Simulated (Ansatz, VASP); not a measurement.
SiO2: VASP beside Ansatz

The input INCAR:

```
ALGO     = Normal         # electronic algorithm
EDIFF    = 1E-6           # SCF threshold, eV
ENCUT    = 600            # plane-wave cutoff, eV
GGA      = PE             # functional
GGA_COMPAT= F            
ISIF     = 2              # what is computed and relaxed
ISMEAR   = 0              # smearing method
LASPH    = T              # aspherical terms in the spheres
LCHARG   = F              # write CHGCAR
LORBIT   = 11             # projections on sites
LORBMOM  = T            
LREAL    = F              # projectors in reciprocal space
LSORBIT  = T              # spin-orbit coupling
LWAVE    = F              # write WAVECAR
MAGMOM   = 0 0 0 0 0 0 0 0 0 0 0 0 0 0 0 0 0 0 # initial moments
NBANDS   = 48             # bands
NELM     = 200            # most SCF steps
PREC     = Accurate       # precision mode
SIGMA    = 0.02           # smearing width, eV
```

File KPOINTS:

```
k-points
0
Gamma
  6 6 8
```

File POSCAR:

```
SiO2
1.0
    4.1753574771      0.0000000000      0.0000000000
    0.0000000000      4.1753574771      0.0000000000
    0.0000000000      0.0000000000      2.6678773995
Si O
2 4
Direct
    0.0000000000      0.0000000000      0.0000000000
    0.5000000000      0.5000000000      0.5000000000
    0.3057798988      0.3057798988      0.0000000000
    0.6942201012      0.6942201012      0.0000000000
    0.1942201012      0.8057798988      0.5000000000
    0.8057798988      0.1942201012      0.5000000000
```

Input for Ansatz:

```yaml
crystal:
  lattice:
    - [4.1753574771, 0.0, 0.0]
    - [0.0, 4.1753574771, 0.0]
    - [0.0, 0.0, 2.6678773995]
  atoms:
    - { symbol: Si, position: [0.0, 0.0, 0.0] }
    - { symbol: Si, position: [0.5, 0.5, 0.5] }
    - { symbol: O, position: [0.3057798988, 0.3057798988, 0.0] }
    - { symbol: O, position: [0.6942201012, 0.6942201012, 0.0] }
    - { symbol: O, position: [0.1942201012, 0.8057798988, 0.5] }
    - { symbol: O, position: [0.8057798988, 0.1942201012, 0.5] }
basis:
  ecutwfc: 420
kpoints:
  mp_grid: { grid: [6, 6, 8] }
  band_path:
    path:
      - [[0.0, 0.0, 0.0], [0.0, 0.5, 0.0], [0.5, 0.5, 0.0], [0.0, 0.0, 0.0], [0.0, 0.0, 0.5], [0.0, 0.5, 0.5], [0.5, 0.5, 0.5], [0.0, 0.0, 0.5]]
      - [[0.0, 0.5, 0.0], [0.0, 0.5, 0.5]]
      - [[0.5, 0.5, 0.0], [0.5, 0.5, 0.5]]
    npoints: 10
hamiltonian:
  xc: pbe
  pseudopotentials: { kind: paw_fr, azcp: { folder: soft_1 } }
scf:
  occupations: { method: gaussian, width: 0.02 }
  n_extra_bands: 18
output:
  forces: true
  stress: true
  eigenvalues: true
magnetization:
  noncollinear: true
  spin_orbit: true
```

Alike in both runs: task single point; functional PBE; k mesh 6 × 6 × 8; occupations gaussian, width 0.02 eV; non-collinear spin, spin-orbit coupling.

|  | VASP | Ansatz |
| --- | --- | --- |
| version | VASP 6.6.1 | Ansatz 0.2.0 |
| potentials or method | VASP PAW PBE potentials, release 64 (Si, O), cutoff 600 eV | plane waves, PAW |
| valence electrons in the cell | 32 | 32 |

VASP gave:

- pressure (GPa): 10.8
- traceless stress, the component that is largest in VASP (GPa): 0.98
- rms of the force components (eV/Å): 0.039
- net moment per atom (μB): 0.00

Q: Which values does Ansatz return?

A: Pressure (GPa): 11.0; traceless stress, the component that is largest in VASP (GPa): 0.53; rms of the force components (eV/Å): 0.030; net moment per atom (μB): 0.00.

Atom by atom the forces differ by 0.008 eV/Å (rms over components). The functional is the same, so the differences come from potentials, cutoffs and numerics.
